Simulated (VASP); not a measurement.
Crystal: TiAl3.

```xyz
4
Lattice="2.8013 0.0000 0.0000 0.0000 4.6180 0.0000 0.0000 0.0000 4.8345" Properties=species:S:1:pos:R:3 pbc="T T T"
Ti    0.0000    2.3090    0.8021
Al    0.0000    0.0000    4.0412
Al    1.4006    0.0000    1.5998
Al    1.4006    2.3090    3.2259
```

Base run:

```yaml
Program: VASP 6.6.1
Functional: r2SCAN
Potentials_or_basis: VASP PAW PBE potentials, release 64 (Ti_sv, Al)
Cutoff: 520 eV
k_mesh: 9 × 6 × 6
Occupations: fermi-dirac, width 0.05 eV
Spin: no spin polarisation
```

Its results: band gap on the k mesh zero (an odd number of electrons rules out a gap without spin polarisation); pressure 2.2 GPa; largest force 0.074 eV/Å.

Problem. The run is repeated on the same cell with these changes: functional from r2SCAN to PBE. What comes out?

Solution. Band gap on the k mesh zero (an odd number of electrons rules out a gap without spin polarisation); pressure 4.3 GPa; largest force 0.061 eV/Å.

Caveats: the PAW data sets were made with another functional, which shifts forces and pressure a little (at least some runs); the cell stands under pressure (at least some runs).
